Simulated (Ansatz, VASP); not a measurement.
# ZnS: VASP beside Ansatz

```
Zn S
1.0
     3.97483    0.00000    0.00000
    -1.98742    3.44231    0.00000
     0.00000    0.00000    6.59551
Zn S
2 2
Direct
  0.33333 0.66667 0.99038
  0.66667 0.33333 0.49038
  0.33333 0.66667 0.39462
  0.66667 0.33333 0.89462
```

Alike in both runs: task single point; functional PBEsol; k mesh 9 × 9 × 6; occupations gaussian, width 0.02 eV; no spin polarisation.

|  | VASP | Ansatz |
| --- | --- | --- |
| version | VASP 6.6.1 | Ansatz 0.2.0 |
| potentials or method | VASP PAW PBE potentials, release 64 (Zn, S), cutoff 520 eV | scalar-relativistic, plane waves, PAW |
| valence electrons in the cell | 36 | 36 |

```csv
,VASP,Ansatz,Ansatz less VASP
gap on the k mesh at the Fermi level (eV),1.52,1.51,-0.004
least direct gap on the mesh (eV),1.52,1.51,-0.004
pressure (GPa),-7.8,-7.9,-0.12
"traceless stress, the component that is largest in VASP (GPa)",-0.49,-0.44,+0.047
rms of the force components (eV/Å),0.209,0.207,-0.0024
```

VASP's potentials were made for PBE, not for PBEsol. Atom by atom the forces differ by 0.002 eV/Å (rms over components). The functional is the same, so the differences come from potentials, cutoffs and numerics.
